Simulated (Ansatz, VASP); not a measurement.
**One calculation of NiGe3O4, two programs**

```
Ni Ge O
1.0
    -3.04597    3.04597    4.84304
     3.04597   -3.04597    4.84304
     3.04597    3.04597   -4.84304
Ni Ge O
1 3 4
Direct
  0.25000 0.75000 0.50000
  0.02233 0.52233 0.50000
  0.47767 0.97767 0.50000
  0.75000 0.25000 0.50000
  0.61693 0.32472 0.70778
  0.61693 0.90915 0.29222
  0.67528 0.38307 0.29222
  0.09085 0.38307 0.70778
```

Alike in both runs: functional PBE; k mesh 8 × 8 × 8; occupations gaussian, width 0.02 eV; no spin polarisation.

Ansatz relaxed the structure, and its values are those at the end. VASP's run is a single point on that final structure, the one shown.

```csv
,VASP,Ansatz
version,VASP 6.6.1,Ansatz 0.2.0
potentials or method,"VASP PAW PBE potentials, release 64 (Ni, Ge_d, O), cutoff 520 eV","scalar-relativistic, plane waves, PAW"
valence electrons in the cell,76,84
```

```tsv
	VASP	Ansatz	Ansatz less VASP
gap on the k mesh at the Fermi level (eV)	0.58	0.59	+0.017
least direct gap on the mesh (eV)	0.59	0.61	+0.017
pressure (GPa)	0.2	0.0	-0.15
rms of the force components (eV/Å)	0.019	0.000	-0.0184
```

VASP's potentials hold 76 valence electrons a cell and Ansatz's 84, so a difference there can come from the potentials and not from the codes.
